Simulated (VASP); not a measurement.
Set up this calculation in VASP 6.6.1, as the native input.

```yaml
Task: single point
Functional: PBE
Potentials_or_basis: VASP PAW PBE potentials, release 64 (Ag)
Cutoff: 520 eV
k_mesh: 16 × 16 × 16
Occupations: fermi-dirac, width 0.0612256 eV
Spin: no spin polarisation
Dipole_correction: no
Further_INCAR_settings: ALGO = Normal; EDIFF = 1e-06; NBANDS = 12
```

The structure of Ag lies in POSCAR:

```
Ag
1.0
   -1.6172634284      1.6172634284      1.6172634284
    1.6172634284     -1.6172634284      1.6172634284
    1.6172634284      1.6172634284     -1.6172634284
Ag
1
Direct
    0.0000000000      0.0000000000      0.0000000000
```

The input as run:

INCAR

```
SYSTEM = Ag
  PREC = Accurate
  ENCUT = 520
  EDIFF = 1E-6
  ISMEAR = -1
  SIGMA = 0.06122561905347299
  LREAL = .FALSE.
  LASPH = .TRUE.
  NELM = 60
  ALGO = Normal
  ISIF = 2
  LWAVE = .FALSE.
  LCHARG = .TRUE.
  GGA = PE
  LELF = .TRUE.
  LVHAR = .TRUE.
  NBANDS = 12
```

KPOINTS

```
Automatic mesh
0
G
  16 16 16
  0 0 0
```

Potentials or basis: VASP PAW PBE potentials, release 64 (Ag).

Launch:

```bash
$ cat potpaw_PBE.64/Ag/POTCAR > POTCAR
$ mpirun -np 1 vasp_std > vasp.out
```

It gave:

```
Pressure : 6.3 GPa
```

Wall time 11 s on 1 thread of Intel(R) Xeon(R) Platinum 8488C (Sapphire Rapids) (shared host), peak memory 0.16 GiB.
